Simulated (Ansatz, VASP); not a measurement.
**One calculation of BP, two programs**

Contents of INCAR:

```
  ALGO = Normal
  EDIFF = 1E-7
  ENCUT = 520
  GGA = PE
  ISIF = 2
  ISMEAR = 0
  LASPH = True
  LCHARG = True
  LELF = True
  LREAL = False
  LVHAR = True
  LWAVE = False
  NBANDS = 11
  NELM = 80
  PREC = Accurate
  SIGMA = 0.02
```

File KPOINTS:

```
k-points
0
Gamma
  10 10 10
```

Contents of POSCAR:

```
BP
1.0
    0.0000000000      2.3786153900      2.3786153900
    2.2424753900      0.0000000000      2.3786153900
    2.2424753900      2.3786153900      0.0000000000
B P
1 1
Direct
    0.0000000000      0.0000000000      0.0000000000
    0.7500000000      0.7500000000      0.7500000000
```

Input for Ansatz:

```yaml
crystal:
  lattice:
    - [0.0, 2.37861539, 2.37861539]
    - [2.24247539, 0.0, 2.37861539]
    - [2.24247539, 2.37861539, 0.0]
  atoms:
    - { symbol: B, position: [0.0, 0.0, 0.0] }
    - { symbol: P, position: [0.75, 0.75, 0.75] }
basis:
  ecutwfc: 420
kpoints:
  mp_grid: { grid: [10, 10, 10] }
hamiltonian:
  xc: pbe
scf:
  occupations: { method: gaussian, width: 0.02 }
output:
  forces: true
  stress: true
  eigenvalues: true
```

Alike in both runs: task single point; functional PBE; k mesh 10 × 10 × 10; occupations gaussian, width 0.02 eV; no spin polarisation.

```csv
,VASP,Ansatz
version,VASP 6.6.1,Ansatz 0.2.0
potentials or method,"VASP PAW PBE potentials, release 64 (B, P), cutoff 520 eV","scalar-relativistic, plane waves, PAW"
valence electrons in the cell,8,8
```

```tsv
	VASP	Ansatz	Ansatz less VASP
gap on the k mesh at the Fermi level (eV)	0.52	0.52	+0.004
least direct gap on the mesh (eV)	2.74	2.74	+0.003
pressure (GPa)	-10.8	-10.6	+0.17
traceless stress, the component that is largest in VASP (GPa)	9.03	9.02	-0.012
```

The functional is the same, so the differences come from potentials, cutoffs and numerics.
